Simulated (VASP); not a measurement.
Set up this calculation in VASP 6.6.1, as the native input.

```
Task                   : relaxation of cell and atoms
Functional             : LDA
Potentials or basis    : VASP PAW LDA potentials, release 64 (Y_sv)
Cutoff                 : 600 eV
k mesh                 : 9 × 9 × 12
Occupations            : fermi-dirac, width 0.05 eV
Spin                   : no spin polarisation
Target pressure        : 160 GPa
Dipole correction      : no
Further INCAR settings : ALGO = Normal; EDIFF = 1e-06; IBRION = 2; EDIFFG = -0.005; NSW = 60; ISIF = 3
```

The structure of Y lies in POSCAR:

```
Y
1.0
    4.0874595385      0.0000000000      0.0000000000
   -2.0437297692      3.5398437973      0.0000000000
    0.0000000000      0.0000000000      2.5342249139
Y
3
Direct
    0.0000000000      0.0000000000      0.0000000000
    0.3333333333      0.6666666667      0.5000000000
    0.6666666667      0.3333333333      0.5000000000
```

This isn't the form of Y at room conditions, which is hcp.

The input as run:

INCAR

```
SYSTEM = Y
PREC = Accurate
ENCUT = 600
EDIFF = 1E-6
ISMEAR = -1
SIGMA = 0.05
LREAL = .FALSE.
LASPH = .TRUE.
NELM = 60
ALGO = Normal
ISIF = 3
LWAVE = .FALSE.
LCHARG = .FALSE.
IBRION = 2
NSW = 60
EDIFFG = -0.005
PSTRESS = 1600.0
```

KPOINTS

```
regular mesh
0
G
  9 9 12
  0 0 0
```

Potentials or basis: VASP PAW LDA potentials, release 64 (Y_sv).

Command:

```console
$ cat potpaw_LDA.64/Y_sv/POTCAR > POTCAR
$ mpirun -np 1 vasp_std > vasp.out
```

It gave:

| Property | Result |
| --- | --- |
| Relaxed volume | 12.27 Å³/atom |
| Relaxed cell | a = 4.171 Å, b = 4.171 Å, c = 2.443 Å, α = 90.00°, β = 90.00°, γ = 120.00° |
| Space group after relaxing (to 0.1 Å) | P6/mmm (No. 191) |
| Energy change on relaxing (the run minimises the enthalpy) | -87.9 meV/atom |
| Ionic steps | 8 |
| Pressure after relaxing | 160.0 GPa |
| Band gap on the k mesh | zero (an odd number of electrons rules out a gap without spin polarisation) |

Caveat: the cell is relaxed towards a set pressure, so the run minimises the enthalpy, not the energy.

It took 2.4 min on 1 thread of Intel(R) Xeon(R) 6975P-C (Granite Rapids), with other jobs on the host, peak memory 0.22 GiB.
